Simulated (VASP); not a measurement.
Write the native input for VASP 6.6.1 that does the following.

```yaml
Task: relaxation of cell and atoms
Functional: PBEsol
Potentials_or_basis: VASP PAW PBE potentials, release 64 (Mg)
Cutoff: 600 eV
k_mesh: 20 × 20 × 20
Occupations: gaussian, width 0.1 eV
Spin: no spin polarisation
Target_pressure: 1e-06 GPa
Dipole_correction: no
Further_INCAR_settings: ALGO = Normal; EDIFF = 1e-06; IBRION = 2; EDIFFG = -0.004; NSW = 70; ISIF = 3
```

The structure of Mg lies in POSCAR:

```
Mg
1.0
   -1.7774002346      1.7774002346      1.7774002346
    1.7774002346     -1.7774002346      1.7774002346
    1.7774002346      1.7774002346     -1.7774002346
Mg
1
Direct
    0.0000000000      0.0000000000      0.0000000000
```

This isn't the form of Mg at room conditions, which is hcp.

One way to write it, as run:

INCAR

```
SYSTEM = Mg
ALGO = Normal
EDIFF = 1E-6
EDIFFG = -0.004
ENCUT = 600
GGA = PS
IBRION = 2
ISIF = 3
ISMEAR = 0
LASPH = .True.
LCHARG = .False.
LREAL = .False.
LWAVE = .False.
NELM = 60
NSW = 70
PREC = Accurate
PSTRESS = 9.999999999999999e-06
SIGMA = 0.1
```

KPOINTS

```
k-points
0
Gamma
  20 20 20
  0 0 0
```

Potentials or basis: VASP PAW PBE potentials, release 64 (Mg).

Command:

```sh
$ cat potpaw_PBE.64/Mg/POTCAR > POTCAR
$ mpirun -np 1 vasp_std > vasp.out
```

It gave:

```
Relaxed volume                                             : 22.44 Å³/atom
Relaxed cell                                               : a = 3.078 Å, b = 3.078 Å, c = 3.078 Å, α = 109.47°, β = 109.47°, γ = 109.47°
Space group after relaxing (to 0.1 Å)                      : Im-3m (No. 229)
Energy change on relaxing (the run minimises the enthalpy) : -0.0 meV/atom
Ionic steps                                                : 2
Pressure after relaxing                                    : 0.0 GPa
Band gap on the k mesh                                     : zero (bands 1 and 2 overlap by 4.82 eV)
```

Caveat: the cell is relaxed towards a set pressure, so the run minimises the enthalpy, not the energy; the PAW data sets were made with another functional, which shifts forces and pressure a little.

Run time: 34 s on 1 thread of Intel Xeon 8259CL, on a shared host, peak memory 0.19 GiB.
